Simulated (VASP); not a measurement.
# P (Pm-3m) in VASP: notebook

Runs on P. Level: PBE. Tasks: single point.

All numbers are computed with VASP 6.6.1; they aren't measurements. Logs are shortened: lines on timing, memory, paths and dates and some standing lists are left out, and cuts for length are marked.

## Step 1: The cell of the first run

Symmetry: Pm-3m, No. 221, cubic system. Conventional cell: a = 2.220 Å, b = 2.220 Å, c = 2.220 Å, α = 90.00°, β = 90.00°, γ = 90.00°. Within 2.9 Å of P (site symmetry m-3m) lie 6 P at 2.22 Å.

## Step 2: Single point, PBE (volume scaled by 0.75)

Input file INCAR:

```
ALGO = Normal
EDIFF = 1E-6
ENCUT = 520
GGA = PE
ISIF = 2
ISMEAR = -1
LASPH = True
LCHARG = False
LREAL = False
LWAVE = False
NBANDS = 8
NELM = 60
PREC = Accurate
SIGMA = 0.1
```

Input file KPOINTS:

```
k-points
0
Gamma
  17 17 17
```

Input file POSCAR:

```
P
1.0
    2.2199874622      0.0000000000      0.0000000000
    0.0000000000      2.2199874622      0.0000000000
    0.0000000000      0.0000000000      2.2199874622
P
1
Direct
    0.0000000000      0.0000000000      0.0000000000
```

Potentials or basis: VASP PAW PBE potentials, release 64 (P).

The run is started by

```sh
$ cat potpaw_PBE.64/P/POTCAR > POTCAR
$ mpirun -np 1 vasp_std > vasp.out
```

OUTCAR:

```text
EDIFF = 1E-6
   ENCUT = 520
   GGA = PE
   ISIF = 2
   ISMEAR = -1
   LASPH = True
   LREAL = False
   NELM = 60
   PREC = Accurate

 ion  position               nearest neighbor table
   1  0.000  0.000  0.000-

  LATTYP: Found a simple cubic cell.
 ALAT       =     2.2199874622

  Lattice vectors:

 A1 = (   2.2199874622,   0.0000000000,   0.0000000000)
 A2 = (   0.0000000000,   2.2199874622,   0.0000000000)
 A3 = (   0.0000000000,   0.0000000000,   2.2199874622)

Analysis of symmetry for initial positions (statically):
=====================================================================
 Subroutine PRICEL returns:
 Original cell was already a primitive cell.

 Routine SETGRP: Setting up the symmetry group for a
 simple cubic supercell.

 Subroutine GETGRP returns: Found 48 space group operations
 (whereof 48 operations were pure point group operations)
 out of a pool of 48 trial point group operations.

The static configuration has the point symmetry O_h .

Analysis of symmetry for dynamics (positions and initial velocities):
=====================================================================
 Subroutine PRICEL returns:
 Original cell was already a primitive cell.

 Routine SETGRP: Setting up the symmetry group for a
 simple cubic supercell.

 Subroutine GETGRP returns: Found 48 space group operations
 (whereof 48 operations were pure point group operations)
 out of a pool of 48 trial point group operations.

The dynamic configuration has the point symmetry O_h .

 Subroutine INISYM returns: Found 48 space group operations
 (whereof 48 operations are pure point group operations),
 and found     1 'primitive' translations

----------------------------------------------------------------------------------------

                                     Primitive cell

  volume of cell :      10.9409

  direct lattice vectors                    reciprocal lattice vectors
     2.219987462  0.000000000  0.000000000     0.450452994  0.000000000  0.000000000
     0.000000000  2.219987462  0.000000000     0.000000000  0.450452994  0.000000000
     0.000000000  0.000000000  2.219987462     0.000000000  0.000000000  0.450452994

  length of vectors
     2.219987462  2.219987462  2.219987462     0.450452994  0.450452994  0.450452994

  position of ions in fractional coordinates (direct lattice)
     0.000000000  0.000000000  0.000000000

  ion indices of the primitive-cell ions
[... 75 lines left out ...]
   LREAL  =      F    real-space projection
   EDIFFG = 0.1E-04   stopping-criterion for IOM
   NSW    =      0    number of steps for IOM
   IBRION =     -1    ionic relax: 0-MD 1-quasi-New 2-CG
   NFREE  =      0    steps in history (QN), initial steepest desc. (CG)
   ISIF   =      2    stress and relaxation
   ISYM   =      2    0-nonsym 1-usesym 2-fastsym
   POTIM  = 0.5000    time-step for ionic-motion
   TEBEG  =    0.0;   TEEND  =   0.0 temperature during run
   PSTRESS=    0.0 pullay stress
   NELECT =       5.0000    total number of electrons
   NUPDOWN=      -1.0000    fix difference up-down
   EMIN   =  10.00;   EMAX   =-10.00  energy-range for DOS
   EFERMI =   0.00;   METHOD = LEGACY
   ISMEAR =    -1;   SIGMA  =   0.10  broadening in eV -4-tet -1-fermi 0-gaus
   EFERMI_NEDOS =   21; number of points for ismear=-14 and -15
   IALGO  =     38    algorithm
   IMIX   =      4    mixing-type and parameters
     AMIX     =   0.40;   BMIX     =  1.00
     AMIX_MAG =   1.60;   BMIX_MAG =  1.00
  volume/ion in A,a.u.               =      10.94        73.83
  Fermi-wavevector in a.u.,A,eV,Ry     =   1.260998  2.382940 21.634832  1.590115
  Thomas-Fermi vector in A             =   2.394479
   LORBIT       =      0    0 simple, 1 ext, 2 COOP (PROOUT), +10 PAW based schemes
   GGA     = PE    functional components
   LHFCALC =     F    Hartree Fock is set to
   AEXX    =    0.0000 exact exchange contribution
   IVDW    =     0    specifies the selected vdW correction
   LEPSILON=     F    determine dielectric tensor
   LRPA    =     F    only Hartree local field effects (RPA)
 non-spin polarized calculation
  energy-cutoff  :      520.00
  volume of cell :       10.94
 maximum number of plane-waves:       305
 NGX is ok and might be reduce to    18
   NGX =  9   NGY =  9   NGZ =  9

 number of electron       5.0000001 magnetization

 Free energy of the ion-electron system (eV)
  ---------------------------------------------------
  ext. energy  EPLUGINS =         0.00000000
  ---------------------------------------------------
  free energy    TOTEN  =        -4.73826869 eV

  energy without entropy =       -4.73017108  energy(sigma->0) =       -4.73421988

 E-fermi :  14.0309     XC(G=0): -12.5813

 val. band max:       13.9493367519   @ k =   0.4706   0.2941   0.1765
 cond. band min:      14.0834021264   @ k =   0.4706   0.2941   0.2353
 fundamental gap:      0.1340653745
 Fermi energy:        14.0309430960

 k-point     1 :       0.0000    0.0000    0.0000
  band No.  band energies     occupation
      1      -5.5747      2.00000
      2      20.5203      0.00000
      3      20.5203      0.00000
      4      20.9648      0.00000
      5      20.9648      0.00000
      6      20.9648      0.00000
      7      32.2663      0.00000
      8      42.8697      0.00000
[... 243 lines left out ...]
 k-point    24 :       0.4706    0.1176    0.0000
  band No.  band energies     occupation
      1       0.5417      2.00000
      2       3.4212      2.00000
      3      19.9998      0.00000
      4      25.4305      0.00000
      5      25.6061      0.00000
      6      28.1954      0.00000
      7      30.2830      0.00000
      8      34.7916      0.00000

 [... further k-points ...]

------------------------ aborting loop because EDIFF is reached ----------------------------------------

  FORCE on cell =-STRESS in cart. coord.  units (eV):
  Direction    XX          YY          ZZ          XY          YZ          ZX
  --------------------------------------------------------------------------------------
  -------------------------------------------------------------------------------------
  Total        4.2058184      4.2058184      4.2058184     -0.0000000      0.0000000     -0.0000000
  in kB      615.8990484    615.8990484    615.8990484     -0.0000000      0.0000000     -0.0000000
  external PRESSURE =     615.8990484 kB  Pullay stress =       0.0000000 kB

 VOLUME and BASIS-vectors are now :
 -----------------------------------------------------------------------------
  energy-cutoff  :      520.00
  volume of cell :       10.94
      direct lattice vectors                 reciprocal lattice vectors
     2.219987462  0.000000000  0.000000000     0.450452994  0.000000000  0.000000000
     0.000000000  2.219987462  0.000000000     0.000000000  0.450452994  0.000000000
     0.000000000  0.000000000  2.219987462     0.000000000  0.000000000  0.450452994

 POSITION                                       TOTAL-FORCE (eV/Angst)
 -----------------------------------------------------------------------------------
      0.00000      0.00000      0.00000         0.000000      0.000000      0.000000
 -----------------------------------------------------------------------------------
    total drift:                               -0.000000      0.000000      0.000000

  FREE ENERGIE OF THE ION-ELECTRON SYSTEM (eV)
  ---------------------------------------------------
  free  energy   TOTEN  =        -4.7382686902 eV

  energy  without entropy=       -4.7301710795  energy(sigma->0) =       -4.73421988
```

OSZICAR:

```text
N       E                     dE             d eps       ncg     rms          rms(c)
DAV:   1     0.259456809309E+00    0.25946E+00   -0.23380E+03  2920   0.465E+02
DAV:   2    -0.473159961008E+01   -0.49911E+01   -0.47394E+01  3920   0.491E+01
DAV:   3    -0.476059093916E+01   -0.28991E-01   -0.28977E-01  2960   0.421E+00
DAV:   4    -0.476061870700E+01   -0.27768E-04   -0.27767E-04  4248   0.138E-01
DAV:   5    -0.476061872503E+01   -0.18032E-07   -0.17124E-07  2976   0.175E-03    0.769E+00
DAV:   6    -0.474528888785E+01    0.15330E-01   -0.42965E-03  3096   0.373E-01    0.466E+00
DAV:   7    -0.473825668999E+01    0.70322E-02   -0.67663E-03  2936   0.544E-01    0.949E-02
DAV:   8    -0.473826000881E+01   -0.33188E-05   -0.98212E-05  3280   0.764E-02    0.350E-02
DAV:   9    -0.473826824373E+01   -0.82349E-05   -0.21778E-05  3336   0.322E-02    0.153E-02
DAV:  10    -0.473826869019E+01   -0.44646E-06   -0.96129E-07  3048   0.666E-03
   1 F= -.47382687E+01 E0= -.47342199E+01  d E =-.809761E-02
```

stdout:

```text
POSCAR found type information on POSCAR P
 POSCAR found :  1 types and       1 ions
 scaLAPACK will be used
 LDA part: xc-table for (Slater+PW92), standard interpolation
 POSCAR, INCAR and KPOINTS ok, starting setup
 FFT: planning ... GRIDC
 FFT: planning ... GRID_SOFT
 FFT: planning ... GRID
 WAVECAR not read
 entering main loop
```

Run time: 8.1 s. Hardware: 1 thread of Intel Xeon 6975P-C, shared host; peak memory 0.12 GiB.

What came out:

```yaml
Free_energy: -4.7383 eV
Pressure: 61.6 GPa
```

Levels at points of the mesh, in eV from the Fermi level:
```
           k point  band 1  band 2  band 3  band 4  band 5
(0.00, 0.00, 0.00)  -19.61    6.49    6.49    6.93    6.93
```

## Step 3: Single point, PBE (volume scaled by 0.85)

Input file INCAR:

```
PREC = Accurate
ENCUT = 520
EDIFF = 1E-6
ISMEAR = -1
SIGMA = 0.1
LREAL = F
LASPH = T
NELM = 80
ALGO = Normal
ISIF = 2
LWAVE = F
LCHARG = F
GGA = PE
NBANDS = 8
```

Input file KPOINTS:

```
regular mesh
0
Gamma
  17 17 17
```

Input file POSCAR:

```
P
1.0
    2.3145669232      0.0000000000      0.0000000000
    0.0000000000      2.3145669232      0.0000000000
    0.0000000000      0.0000000000      2.3145669232
P
1
Direct
    0.0000000000      0.0000000000      0.0000000000
```

Potentials or basis: VASP PAW PBE potentials, release 64 (P).

The run is started by

```sh
$ cat potpaw_PBE.64/P/POTCAR > POTCAR
$ mpirun -np 1 vasp_std > vasp.out
```

OUTCAR:

```text
PREC = Accurate
   ENCUT = 520
   EDIFF = 1E-6
   ISMEAR = -1
   LREAL = F
   LASPH = T
   NELM = 80
   ISIF = 2
   GGA = PE

 ion  position               nearest neighbor table
   1  0.000  0.000  0.000-

  LATTYP: Found a simple cubic cell.
 ALAT       =     2.3145669232

  Lattice vectors:

 A1 = (   2.3145669232,   0.0000000000,   0.0000000000)
 A2 = (   0.0000000000,   2.3145669232,   0.0000000000)
 A3 = (   0.0000000000,   0.0000000000,   2.3145669232)

Analysis of symmetry for initial positions (statically):
=====================================================================
 Subroutine PRICEL returns:
 Original cell was already a primitive cell.

 Routine SETGRP: Setting up the symmetry group for a
 simple cubic supercell.

 Subroutine GETGRP returns: Found 48 space group operations
 (whereof 48 operations were pure point group operations)
 out of a pool of 48 trial point group operations.

The static configuration has the point symmetry O_h .

Analysis of symmetry for dynamics (positions and initial velocities):
=====================================================================
 Subroutine PRICEL returns:
 Original cell was already a primitive cell.

 Routine SETGRP: Setting up the symmetry group for a
 simple cubic supercell.

 Subroutine GETGRP returns: Found 48 space group operations
 (whereof 48 operations were pure point group operations)
 out of a pool of 48 trial point group operations.

The dynamic configuration has the point symmetry O_h .

 Subroutine INISYM returns: Found 48 space group operations
 (whereof 48 operations are pure point group operations),
 and found     1 'primitive' translations

----------------------------------------------------------------------------------------

                                     Primitive cell

  volume of cell :      12.3996

  direct lattice vectors                    reciprocal lattice vectors
[... 107 lines left out ...]
  Fermi-wavevector in a.u.,A,eV,Ry     =   1.209470  2.285567 19.902842  1.462818
  Thomas-Fermi vector in A             =   2.345046
   LORBIT       =      0    0 simple, 1 ext, 2 COOP (PROOUT), +10 PAW based schemes
   GGA     = PE    functional components
   LHFCALC =     F    Hartree Fock is set to
   AEXX    =    0.0000 exact exchange contribution
   IVDW    =     0    specifies the selected vdW correction
   LEPSILON=     F    determine dielectric tensor
   LRPA    =     F    only Hartree local field effects (RPA)
 non-spin polarized calculation
  energy-cutoff  :      520.00
  volume of cell :       12.40
 maximum number of plane-waves:       342
 NGX is ok and might be reduce to    18
   NGX =  9   NGY =  9   NGZ =  9

 number of electron       5.0000001 magnetization

 Free energy of the ion-electron system (eV)
  ---------------------------------------------------
  ext. energy  EPLUGINS =         0.00000000
  ---------------------------------------------------
  free energy    TOTEN  =        -5.12629629 eV

  energy without entropy =       -5.11907672  energy(sigma->0) =       -5.12268651

 E-fermi :  12.0253     XC(G=0): -11.9982

 val. band max:       11.9897591782   @ k =   0.3529   0.2353   0.0000
 cond. band min:      12.0418024221   @ k =   0.3529   0.2353   0.0588
 fundamental gap:      0.0520432440
 Fermi energy:        12.0252638110

 k-point     1 :       0.0000    0.0000    0.0000
  band No.  band energies     occupation
      1      -6.1654      2.00000
      2      18.0414      0.00000
      3      18.0414      0.00000
      4      18.0414      0.00000
      5      18.6399      0.00000
      6      18.6399      0.00000
      7      28.4069      0.00000
      8      38.7792      0.00000
[... 243 lines left out ...]
 k-point    24 :       0.4706    0.1176    0.0000
  band No.  band energies     occupation
      1      -0.7721      2.00000
      2       2.4750      2.00000
      3      17.3944      0.00000
      4      21.8172      0.00000
      5      23.2301      0.00000
      6      25.0186      0.00000
      7      27.5273      0.00000
      8      31.5670      0.00000

 [... further k-points ...]

------------------------ aborting loop because EDIFF is reached ----------------------------------------

  FORCE on cell =-STRESS in cart. coord.  units (eV):
  Direction    XX          YY          ZZ          XY          YZ          ZX
  --------------------------------------------------------------------------------------
  -------------------------------------------------------------------------------------
  Total        2.0736973      2.0736973      2.0736973      0.0000000     -0.0000000     -0.0000000
  in kB      267.9456487    267.9456487    267.9456487      0.0000000     -0.0000000     -0.0000000
  external PRESSURE =     267.9456487 kB  Pullay stress =       0.0000000 kB

 VOLUME and BASIS-vectors are now :
 -----------------------------------------------------------------------------
  energy-cutoff  :      520.00
  volume of cell :       12.40
      direct lattice vectors                 reciprocal lattice vectors
     2.314566923  0.000000000  0.000000000     0.432046267  0.000000000  0.000000000
     0.000000000  2.314566923  0.000000000     0.000000000  0.432046267  0.000000000
     0.000000000  0.000000000  2.314566923     0.000000000  0.000000000  0.432046267

 POSITION                                       TOTAL-FORCE (eV/Angst)
 -----------------------------------------------------------------------------------
      0.00000      0.00000      0.00000         0.000000      0.000000      0.000000
 -----------------------------------------------------------------------------------
    total drift:                                0.000000      0.000000      0.000000

  FREE ENERGIE OF THE ION-ELECTRON SYSTEM (eV)
  ---------------------------------------------------
  free  energy   TOTEN  =        -5.1262962878 eV

  energy  without entropy=       -5.1190767244  energy(sigma->0) =       -5.12268651
```

Wall time 8.1 s (1 thread of Intel Xeon 6975P-C, shared host); peak memory 0.12 GiB.

What came out:

```yaml
Free_energy: -5.1263 eV
Pressure: 26.8 GPa
```
